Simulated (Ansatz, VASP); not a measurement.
# Two plane-wave programs on Li3H3N2

Contents of INCAR:

```
SYSTEM = Li3H3N2
PREC     = Accurate       ! precision mode
ENCUT    = 520            ! plane-wave cutoff, eV
EDIFF    = 1E-6           ! SCF threshold, eV
ISMEAR   = 0              ! smearing method
SIGMA    = 0.01           ! smearing width, eV
LREAL    = .False.        ! projectors in reciprocal space
LASPH    = .True.         ! aspherical terms in the spheres
NELM     = 100            ! most SCF steps
ALGO     = Normal         ! electronic algorithm
ISIF     = 2              ! what is computed and relaxed
LWAVE    = .False.        ! write WAVECAR
LCHARG   = .False.        ! write CHGCAR
NBANDS   = 21             ! bands
```

KPOINTS

```
regular mesh
0
Gamma
  5 5 4
  0 0 0
```

POSCAR

```
Li3H3N2
1.0
    3.7294630000      0.0000000000      0.0000000000
    0.0000000000      3.4604790000      0.0000000000
   -0.1639040000      0.0000000000      5.1408490000
Li H N
3 3 2
Direct
    0.4582370000      0.0000000000      0.7612630000
    0.9625990000      0.5000000000      0.6834380000
    0.6087300000      0.0000000000      0.3197080000
    0.0391780000      0.2292790000      0.0928740000
    0.3014230000      0.5000000000      0.3672380000
    0.0391780000      0.7707210000      0.0928740000
    0.9492690000      0.0000000000      0.9796920000
    0.4793860000      0.5000000000      0.5269140000
```

Input for Ansatz:

```yaml
crystal:
  lattice:
    - [3.729463, 0.0, 0.0]
    - [0.0, 3.460479, 0.0]
    - [-0.163904, 0.0, 5.140849]
  atoms:
    - { symbol: Li, position: [0.458237, 0.0, 0.761263] }
    - { symbol: Li, position: [0.962599, 0.5, 0.683438] }
    - { symbol: Li, position: [0.60873, 0.0, 0.319708] }
    - { symbol: H, position: [0.039178, 0.229279, 0.092874] }
    - { symbol: H, position: [0.301423, 0.5, 0.367238] }
    - { symbol: H, position: [0.039178, 0.770721, 0.092874] }
    - { symbol: "N", position: [0.949269, 0.0, 0.979692] }
    - { symbol: "N", position: [0.479386, 0.5, 0.526914] }
kpoints:
  mp_grid:
    grid: [5, 5, 4]
hamiltonian:
  xc: lda
scf:
  occupations:
    method: fixed
basis:
  ecutwfc: "470 eV"
output:
  forces: true
  stress: true
```

Alike in both runs: task single point; functional LDA; k mesh 5 × 5 × 4; no spin polarisation.

```csv
,VASP,Ansatz
version,VASP 6.6.1,Ansatz 0.2.0
potentials or method,"VASP PAW LDA potentials, release 64 (Li_sv, H, N), cutoff 520 eV","plane waves, PAW"
occupations,"gaussian, width 0.01 eV",fixed
valence electrons in the cell,22,22
```

```csv
,VASP,Ansatz,Ansatz less VASP
rms of the force components (eV/Å),0.094,0.065,-0.0291
```

LDA's correlation is that of Perdew and Zunger in VASP and of Perdew and Wang (1992) in Ansatz. Atom by atom the forces differ by 0.039 eV/Å (rms over components).

Noted on VASP's run: the cutoff is short for stress, so the pressure is rough.
